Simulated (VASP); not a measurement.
Wanted: the native input for a VASP 6.6.1 run.

```yaml
Task: single point
Functional: PBE
Potentials_or_basis: VASP PAW PBE potentials, release 64 (Si, N)
Cutoff: 520 eV
k_mesh: 6 × 6 × 6
Occupations: gaussian, width 0.02 eV
Spin: no spin polarisation
Dipole_correction: no
Further_INCAR_settings: ALGO = Normal; EDIFF = 1e-06; NBANDS = 45
```

The structure of Si3N4 lies in POSCAR:

```
Si3N4
1.0
   -3.1447723967      3.1447723967      3.1447723967
    3.1447723967     -3.1447723967      3.1447723967
    3.1447723967      3.1447723967     -3.1447723967
Si N
6 8
Direct
    0.2500000000      0.1250000000      0.8750000000
    0.8750000000      0.2500000000      0.1250000000
    0.7500000000      0.3750000000      0.6250000000
    0.6250000000      0.7500000000      0.3750000000
    0.1250000000      0.8750000000      0.2500000000
    0.3750000000      0.6250000000      0.7500000000
    0.5527978379      0.5527978379      0.5527978379
    0.4472021621      0.5000000000      0.0000000000
    0.5000000000      0.0000000000      0.9472021621
    0.0000000000      0.4472021621      0.5000000000
    0.9472021621      0.5000000000      0.0000000000
    0.0527978379      0.0527978379      0.0527978379
    0.0000000000      0.9472021621      0.5000000000
    0.5000000000      0.0000000000      0.4472021621
```

These files were run (other wordings do the same):

INCAR

```
SYSTEM = Si3N4
PREC = Accurate
ENCUT = 520
EDIFF = 1E-6
ISMEAR = 0
SIGMA = 0.02
LREAL = .FALSE.
LASPH = .TRUE.
NELM = 100
ALGO = Normal
ISIF = 2
LWAVE = .FALSE.
LCHARG = .FALSE.
GGA = PE
NBANDS = 45
```

KPOINTS

```
Automatic mesh
0
G
  6 6 6
  0 0 0
```

Potentials or basis: VASP PAW PBE potentials, release 64 (Si, N).

Command:

```sh
$ cat potpaw_PBE.64/Si/POTCAR potpaw_PBE.64/N/POTCAR > POTCAR
$ mpirun -np 1 vasp_std > vasp.out
```

It gave:

The pressure is 27.5 GPa, the largest force is 0.010 eV/Å and the band gap on the k mesh is 4.21 eV (least direct gap 4.45 eV).

Caveat: the cell stands under pressure.

It took 50 s on 1 thread of Intel(R) Xeon(R) 6975P-C (Granite Rapids) (shared host), peak memory 0.27 GiB.
